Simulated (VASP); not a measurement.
# KBr in VASP: a series of runs

The runs below take KBr through single point, with PBE.

Everything below comes from runs of VASP 6.6.1. Logs are shortened: lines on timing, memory, paths and dates and some standing lists are left out, and cuts for length are marked.

## Step 1: The cell of the first run

The structure is cubic, space group Fm-3m (No. 225). Conventional cell: a = 6.256 Å, b = 6.256 Å, c = 6.256 Å, α = 90.00°, β = 90.00°, γ = 90.00°. K (site symmetry m-3m) has 6 Br at 3.13 Å within 4.1 Å. Br (site symmetry m-3m) has 6 K at 3.13 Å within 4.1 Å.

## Step 2: Single point, PBE (strain -0.050 along x and y, -0.050 along z)

File INCAR:

```
ALGO = Normal
EDIFF = 1E-7
ENCUT = 520
GGA = PE
ISIF = 2
ISMEAR = 0
LASPH = T
LCHARG = T
LELF = T
LREAL = F
LVHAR = T
LWAVE = F
NBANDS = 15
NELM = 60
PREC = Accurate
SIGMA = 0.05
```

File KPOINTS:

```
k-points
0
Gamma
  6 6 6
```

File POSCAR:

```
KBr
1.0
    0.0000000000      3.1278750000      3.1278750000
    3.1278750000      0.0000000000      3.1278750000
    3.1278750000      3.1278750000      0.0000000000
K Br
1 1
Direct
    0.0000000000      0.0000000000      0.0000000000
    0.5000000000      0.5000000000      0.5000000000
```

Potentials or basis: VASP PAW PBE potentials, release 64 (K_sv, Br).

Command:

```console
cat potpaw_PBE.64/K_sv/POTCAR potpaw_PBE.64/Br/POTCAR > POTCAR
mpirun -np 1 vasp_std > vasp.out
```

OUTCAR:

```text
EDIFF = 1E-7
   ENCUT = 520
   GGA = PE
   ISIF = 2
   ISMEAR = 0
   LASPH = T
   LREAL = F
   NELM = 60
   PREC = Accurate

 ion  position               nearest neighbor table
   1  0.000  0.000  0.000-   2 3.13   2 3.13   2 3.13   2 3.13   2 3.13   2 3.13
   2  0.500  0.500  0.500-   1 3.13   1 3.13   1 3.13   1 3.13   1 3.13   1 3.13

  LATTYP: Found a face centered cubic cell.
 ALAT       =     6.2557500000

  Lattice vectors:

 A1 = (   0.0000000000,   3.1278750000,   3.1278750000)
 A2 = (   3.1278750000,   0.0000000000,   3.1278750000)
 A3 = (   3.1278750000,   3.1278750000,   0.0000000000)

Analysis of symmetry for initial positions (statically):
=====================================================================
 Subroutine PRICEL returns:
 Original cell was already a primitive cell.

 Routine SETGRP: Setting up the symmetry group for a
 face centered cubic supercell.

 Subroutine GETGRP returns: Found 48 space group operations
 (whereof 48 operations were pure point group operations)
 out of a pool of 48 trial point group operations.

The static configuration has the point symmetry O_h .

Analysis of symmetry for dynamics (positions and initial velocities):
=====================================================================
 Subroutine PRICEL returns:
 Original cell was already a primitive cell.

 Routine SETGRP: Setting up the symmetry group for a
 face centered cubic supercell.

 Subroutine GETGRP returns: Found 48 space group operations
 (whereof 48 operations were pure point group operations)
 out of a pool of 48 trial point group operations.

The dynamic configuration has the point symmetry O_h .

 Subroutine INISYM returns: Found 48 space group operations
 (whereof 48 operations are pure point group operations),
 and found     1 'primitive' translations

----------------------------------------------------------------------------------------

                                     Primitive cell

  volume of cell :      61.2038

  direct lattice vectors                    reciprocal lattice vectors
     0.000000000  3.127875000  3.127875000    -0.159852935  0.159852935  0.159852935
     3.127875000  0.000000000  3.127875000     0.159852935 -0.159852935  0.159852935
     3.127875000  3.127875000  0.000000000     0.159852935  0.159852935 -0.159852935

  length of vectors
     4.423483246  4.423483246  4.423483246     0.276873406  0.276873406  0.276873406

  position of ions in fractional coordinates (direct lattice)
     0.000000000  0.000000000  0.000000000
     0.500000000  0.500000000  0.500000000

  ion indices of the primitive-cell ions
   primitive index   ion index
                 1           1
                 2           2

----------------------------------------------------------------------------------------

 KPOINTS: k-points

Automatic generation of k-mesh.
 Grid dimensions read from file:
 generate k-points for:    6    6    6

 Generating k-lattice:

  Cartesian coordinates                     Fractional coordinates (reciprocal lattice)
    -0.026642156  0.026642156  0.026642156     0.166666667  0.000000000  0.000000000
     0.026642156 -0.026642156  0.026642156     0.000000000  0.166666667  0.000000000
     0.026642156  0.026642156 -0.026642156     0.000000000  0.000000000  0.166666667

  Length of vectors
     0.046145568  0.046145568  0.046145568

  Shift w.r.t. Gamma in fractional coordinates (k-lattice)
     0.000000000  0.000000000  0.000000000

 Subroutine IBZKPT returns following result:
 ===========================================

 Found     16 irreducible k-points:

 Following reciprocal coordinates:
            Coordinates               Weight
  0.000000  0.000000  0.000000      1.000000
  0.166667  0.000000  0.000000      8.000000
  0.333333  0.000000  0.000000      8.000000
  0.500000  0.000000  0.000000      4.000000
  0.166667  0.166667  0.000000      6.000000
  0.333333  0.166667  0.000000     24.000000
[... 8 lines left out ...]
 -0.333333  0.333333  0.166667     24.000000
 -0.333333  0.500000  0.166667     12.000000
   k-points           NKPTS =     16   k-points in BZ     NKDIM =     16   number of bands    NBANDS=     15
   number of dos      NEDOS =    301   number of ions     NIONS =      2
   total plane-waves  NPLWV =  46656
   dimension x,y,z NGX =    36 NGY =   36 NGZ =   36
   dimension x,y,z NGXF=    72 NGYF=   72 NGZF=   72
   ions per type =               1   1
   NGX,Y,Z   is equivalent  to a cutoff of  13.53, 13.53, 13.53 a.u.
   NGXF,Y,Z  is equivalent  to a cutoff of  27.06, 27.06, 27.06 a.u.
 SYSTEM =  unknown system
   PREC   = accura    normal or accurate (medium, high low for compatibility)
   ISTART =      0    job   : 0-new  1-cont  2-samecut
   ICHARG =      2    charge: 1-file 2-atom 10-const
   ISPIN  =      1    spin polarized calculation?
   LNONCOLLINEAR =      F non collinear calculations
   LSORBIT =      F    spin-orbit coupling
   LASPH  =      T    aspherical Exc in radial PAW
   ENCUT  =  520.0 eV  38.22 Ry    6.18 a.u.   8.22  8.22  8.22*2*pi/ulx,y,z
   NELM   =     60;   NELMIN=  2; NELMDL= -5     # of ELM steps
   EDIFF  = 0.1E-06   stopping-criterion for ELM
   LREAL  =      F    real-space projection
   EDIFFG = 0.1E-05   stopping-criterion for IOM
   NSW    =      0    number of steps for IOM
   IBRION =     -1    ionic relax: 0-MD 1-quasi-New 2-CG
   NFREE  =      0    steps in history (QN), initial steepest desc. (CG)
   ISIF   =      2    stress and relaxation
   ISYM   =      2    0-nonsym 1-usesym 2-fastsym
   POTIM  = 0.5000    time-step for ionic-motion
   TEBEG  =    0.0;   TEEND  =   0.0 temperature during run
   PSTRESS=    0.0 pullay stress
   NELECT =      16.0000    total number of electrons
   NUPDOWN=      -1.0000    fix difference up-down
   EMIN   =  10.00;   EMAX   =-10.00  energy-range for DOS
   EFERMI =   0.00;   METHOD = LEGACY
   ISMEAR =     0;   SIGMA  =   0.05  broadening in eV -4-tet -1-fermi 0-gaus
   EFERMI_NEDOS =   21; number of points for ismear=-14 and -15
   IALGO  =     38    algorithm
   IMIX   =      4    mixing-type and parameters
     AMIX     =   0.40;   BMIX     =  1.00
     AMIX_MAG =   1.60;   BMIX_MAG =  1.00
  volume/ion in A,a.u.               =      30.60       206.51
  Fermi-wavevector in a.u.,A,eV,Ry     =   1.046780  1.978127 14.908563  1.095748
  Thomas-Fermi vector in A             =   2.181633
   LORBIT       =      0    0 simple, 1 ext, 2 COOP (PROOUT), +10 PAW based schemes
   GGA     = PE    functional components
   LHFCALC =     F    Hartree Fock is set to
   AEXX    =    0.0000 exact exchange contribution
   IVDW    =     0    specifies the selected vdW correction
   LEPSILON=     F    determine dielectric tensor
   LRPA    =     F    only Hartree local field effects (RPA)
 non-spin polarized calculation
 Gauss-broadening in eV      SIGMA  =   0.05
  energy-cutoff  :      520.00
  volume of cell :       61.20
 maximum number of plane-waves:      1676
 NGX is ok and might be reduce to    36
   NGX = 17   NGY = 17   NGZ = 17

 number of electron      15.9999999 magnetization

 Free energy of the ion-electron system (eV)
  ---------------------------------------------------
  ext. energy  EPLUGINS =         0.00000000
  ---------------------------------------------------
  free energy    TOTEN  =        -6.05004149 eV

  energy without entropy =       -6.05004149  energy(sigma->0) =       -6.05004149

 E-fermi :  -0.7315     XC(G=0):  -8.0359

 val. band max:       -1.0158499212   @ k =   0.0000   0.0000   0.0000
 cond. band min:       3.8953368015   @ k =   0.0000   0.0000   0.0000
 fundamental gap:      4.9111867226
 Fermi energy:        -0.7315332536

 k-point     1 :       0.0000    0.0000    0.0000
  band No.  band energies     occupation
      1     -28.4968      2.00000
      2     -13.5397      2.00000
      3     -11.9876      2.00000
      4     -11.9876      2.00000
      5     -11.9876      2.00000
      6      -1.0159      2.00000
      7      -1.0158      2.00000
      8      -1.0158      2.00000
      9       3.8953      0.00000
     10       6.5669      0.00000
     11       6.5669      0.00000
     12       6.5669      0.00000
     13       7.4995      0.00000
     14       7.4995      0.00000
     15      10.9667      0.00000

 k-point     2 :       0.1667    0.0000    0.0000
  band No.  band energies     occupation
      1     -28.4934      2.00000
      2     -13.6099      2.00000
      3     -11.9895      2.00000
      4     -11.9895      2.00000
      5     -11.8886      2.00000
      6      -1.4972      2.00000
      7      -1.1496      2.00000
      8      -1.1496      2.00000
      9       4.6505      0.00000
     10       6.4754      0.00000
     11       6.9473      0.00000
     12       6.9473      0.00000
     13       7.9677      0.00000
     14       7.9677      0.00000
     15      12.0248      0.00000

 k-point     3 :       0.3333    0.0000    0.0000
  band No.  band energies     occupation
      1     -28.4867      2.00000
      2     -13.7313      2.00000
      3     -11.9934      2.00000
      4     -11.9934      2.00000
      5     -11.7073      2.00000
      6      -2.2412      2.00000
      7      -1.3948      2.00000
      8      -1.3948      2.00000
      9       5.6277      0.00000
     10       7.1269      0.00000
     11       7.9703      0.00000
     12       7.9703      0.00000
     13       9.1361      0.00000
     14       9.1361      0.00000
     15      11.4017      0.00000

 k-point     4 :       0.5000    0.0000    0.0000
  band No.  band energies     occupation
      1     -28.4833      2.00000
      2     -13.7852      2.00000
      3     -11.9953      2.00000
      4     -11.9953      2.00000
      5     -11.6223      2.00000
      6      -2.5520      2.00000
      7      -1.5081      2.00000
      8      -1.5081      2.00000
      9       5.9064      0.00000
     10       7.7804      0.00000
     11       9.1514      0.00000
     12       9.1514      0.00000
     13       9.5636      0.00000
     14       9.5636      0.00000
     15      10.9449      0.00000
[... 163 lines left out ...]
 k-point    14 :       0.5000    0.3333    0.1667
  band No.  band energies     occupation
      1     -28.4825      2.00000
      2     -13.6206      2.00000
      3     -12.0629      2.00000
      4     -12.0272      2.00000
      5     -11.8126      2.00000
      6      -2.1341      2.00000
      7      -1.4936      2.00000
      8      -1.4848      2.00000
      9       5.7976      0.00000
     10       6.6873      0.00000
     11       8.2498      0.00000
     12       9.0703      0.00000
     13       9.2762      0.00000
     14       9.5588      0.00000
     15      10.7492      0.00000

 k-point    15 :      -0.3333    0.3333    0.1667
  band No.  band energies     occupation
      1     -28.4803      2.00000
      2     -13.6019      2.00000
      3     -12.0814      2.00000
      4     -12.0566      2.00000
      5     -11.8046      2.00000
      6      -2.0789      2.00000
      7      -1.6852      2.00000
      8      -1.5527      2.00000
      9       6.4102      0.00000
     10       6.7619      0.00000
     11       8.2128      0.00000
     12       8.7341      0.00000
     13       9.7930      0.00000
     14      10.2814      0.00000
     15      10.8773      0.00000

 k-point    16 :      -0.3333    0.5000    0.1667
  band No.  band energies     occupation
      1     -28.4794      2.00000
      2     -13.4968      2.00000
      3     -12.1361      2.00000
      4     -12.0827      2.00000
      5     -11.8956      2.00000
      6      -1.8787      2.00000
      7      -1.6529      2.00000
      8      -1.5680      2.00000
      9       5.5176      0.00000
     10       7.5639      0.00000
     11       7.6642      0.00000
     12       8.8445      0.00000
     13       9.4511      0.00000
     14      10.2919      0.00000
     15      11.1295      0.00000

------------------------ aborting loop because EDIFF is reached ----------------------------------------

  FORCE on cell =-STRESS in cart. coord.  units (eV):
  Direction    XX          YY          ZZ          XY          YZ          ZX
  --------------------------------------------------------------------------------------
  -------------------------------------------------------------------------------------
  Total        1.8032533      1.8032533      1.8032533     -0.0000000      0.0000000      0.0000000
  in kB       47.2051251     47.2051251     47.2051251     -0.0000000      0.0000000      0.0000000
  external PRESSURE =      47.2051251 kB  Pullay stress =       0.0000000 kB

 VOLUME and BASIS-vectors are now :
 -----------------------------------------------------------------------------
  energy-cutoff  :      520.00
  volume of cell :       61.20
      direct lattice vectors                 reciprocal lattice vectors
     0.000000000  3.127875000  3.127875000    -0.159852935  0.159852935  0.159852935
     3.127875000  0.000000000  3.127875000     0.159852935 -0.159852935  0.159852935
     3.127875000  3.127875000  0.000000000     0.159852935  0.159852935 -0.159852935

 POSITION                                       TOTAL-FORCE (eV/Angst)
 -----------------------------------------------------------------------------------
      0.00000      0.00000      0.00000        -0.000000      0.000000     -0.000000
      3.12787      3.12787      3.12787         0.000000     -0.000000      0.000000
 -----------------------------------------------------------------------------------
    total drift:                                0.000000      0.000000      0.000000

  FREE ENERGIE OF THE ION-ELECTRON SYSTEM (eV)
  ---------------------------------------------------
  free  energy   TOTEN  =        -6.0500414894 eV

  energy  without entropy=       -6.0500414894  energy(sigma->0) =       -6.05004149
```

Run time: 25 s. Hardware: 1 thread of AMD EPYC 7R43 (Zen 3), shared host; peak memory 0.17 GiB.

What came out:

```yaml
Free_energy: -6.0500 eV
Pressure: 4.7 GPa
Band_gap_on_the_k_mesh: 4.91 eV, direct
```

Caveat: the cell differs from its parent crystal (strain -0.050 along x and y, -0.050 along z).

## Step 3: Single point, PBE (strain -0.025 along x and y, -0.025 along z)

File INCAR:

```
PREC = Accurate
ENCUT = 520
EDIFF = 1E-7
ISMEAR = 0
SIGMA = 0.05
LREAL = F
LASPH = T
NELM = 80
ALGO = Normal
ISIF = 2
LWAVE = F
LCHARG = F
GGA = PE
NBANDS = 15
```

File KPOINTS:

```
Automatic mesh
0
Gamma
  6 6 6
```

File POSCAR:

```
KBr
1.0
    0.0000000000      3.2101875000      3.2101875000
    3.2101875000      0.0000000000      3.2101875000
    3.2101875000      3.2101875000      0.0000000000
K Br
1 1
Direct
    0.0000000000      0.0000000000      0.0000000000
    0.5000000000      0.5000000000      0.5000000000
```

Potentials or basis: VASP PAW PBE potentials, release 64 (K_sv, Br).

Command:

```console
cat potpaw_PBE.64/K_sv/POTCAR potpaw_PBE.64/Br/POTCAR > POTCAR
mpirun -np 1 vasp_std > vasp.out
```

Run time: 23 s. Hardware: 1 thread of AMD EPYC 7R43 (Zen 3), shared host; peak memory 0.17 GiB.

It converged, with:

- Free energy: -6.1595 eV
- Pressure: 2.5 GPa
- Band gap on the k mesh: 4.67 eV, direct

Levels at points of the mesh, in eV from the valence-band top:
```csv
k point,band 5,band 6,band 7,band 8,band 9,band 10,band 11,band 12
"(0.00, 0.00, 0.00)",-11.10,0.00,0.00,0.00,4.67,7.61,7.61,7.61
"(0.50, 0.00, 0.00)",-10.80,-1.35,-0.41,-0.41,6.76,8.54,9.98,9.98
"(0.50, 0.50, 0.00)",-11.15,-0.90,-0.31,-0.31,5.76,7.51,9.50,9.98
```

Caveat: the cell differs from its parent crystal (strain -0.025 along x and y, -0.025 along z).

## Step 4: Single point, PBE (strain +0.025 along x and y, +0.025 along z)

File INCAR:

```
PREC = Accurate
ENCUT = 520
EDIFF = 1E-6
ISMEAR = 0
SIGMA = 0.05
LREAL = False
LASPH = True
NELM = 80
ALGO = Normal
ISIF = 2
LWAVE = False
LCHARG = False
GGA = PE
NBANDS = 15
```

KPOINTS is that of step 3.

File POSCAR:

```
KBr
1.0
    0.0000000000      3.3748125000      3.3748125000
    3.3748125000      0.0000000000      3.3748125000
    3.3748125000      3.3748125000      0.0000000000
K Br
1 1
Direct
    0.0000000000      0.0000000000      0.0000000000
    0.5000000000      0.5000000000      0.5000000000
```

Command:

```console
cat potpaw_PBE.64/K_sv/POTCAR potpaw_PBE.64/Br/POTCAR > POTCAR
mpirun -np 1 vasp_std > vasp.out
```

It took 23 s on 1 thread of AMD EPYC 7R43 (Zen 3), shared host; peak memory 0.17 GiB.

Results (log left out):

```
Free energy            : -6.2228 eV
Pressure               : -0.2 GPa
Band gap on the k mesh : 4.26 eV, direct
```

Levels at points of the mesh, in eV from the valence-band top:
```tsv
k point	band 4	band 5	band 6	band 7	band 8	band 9	band 10	band 11	band 12	band 13
(0.00, 0.00, 0.00)	-11.40	-11.40	0.00	0.00	0.00	4.26	7.58	7.58	7.58	8.36
(0.50, 0.00, 0.00)	-11.41	-11.18	-1.05	-0.28	-0.28	6.44	7.98	9.58	9.58	9.86
(0.50, 0.50, 0.00)	-11.43	-11.43	-0.74	-0.26	-0.26	5.93	6.95	9.14	9.25	9.43
```

Caveat: the cell differs from its parent crystal (strain +0.025 along x and y, +0.025 along z).

## Step 5: Single point, PBE (strain +0.050 along x and y, +0.050 along z)

File INCAR:

```
PREC     = Accurate       # precision mode
ENCUT    = 520            # plane-wave cutoff, eV
EDIFF    = 1E-7           # SCF threshold, eV
ISMEAR   = 0              # smearing method
SIGMA    = 0.05           # smearing width, eV
LREAL    = F              # projectors in reciprocal space
LASPH    = T              # aspherical terms in the spheres
NELM     = 60             # most SCF steps
ALGO     = Normal         # electronic algorithm
ISIF     = 2              # what is computed and relaxed
LWAVE    = F              # write WAVECAR
LCHARG   = T              # write CHGCAR
GGA      = PE             # functional
LELF     = T              # ELF
LVHAR    = T            
NBANDS   = 15             # bands
```

File KPOINTS:

```
regular mesh
0
Gamma
  6 6 6
```

File POSCAR:

```
KBr
1.0
    0.0000000000      3.4571250000      3.4571250000
    3.4571250000      0.0000000000      3.4571250000
    3.4571250000      3.4571250000      0.0000000000
K Br
1 1
Direct
    0.0000000000      0.0000000000      0.0000000000
    0.5000000000      0.5000000000      0.5000000000
```

Command:

```console
cat potpaw_PBE.64/K_sv/POTCAR potpaw_PBE.64/Br/POTCAR > POTCAR
mpirun -np 1 vasp_std > vasp.out
```

Wall time 28 s (1 thread of AMD EPYC 7R43 (Zen 3), shared host); peak memory 0.17 GiB.

It converged, with:

- Free energy: -6.2006 eV
- Pressure: -1.0 GPa
- Band gap on the k mesh: 4.09 eV, direct

Levels at points of the mesh, in eV from the valence-band top:
```
           k point  band 6  band 7  band 8  band 9  band 10  band 11
(0.00, 0.00, 0.00)    0.00    0.00    0.00    4.09     7.54     7.54
(0.50, 0.00, 0.00)   -0.93   -0.24   -0.24    6.28     7.68     9.36
(0.50, 0.50, 0.00)   -0.67   -0.24   -0.24    5.97     6.70     8.76
```

Caveat: the cell differs from its parent crystal (strain +0.050 along x and y, +0.050 along z).

(Part 1 of 2 ends here.)
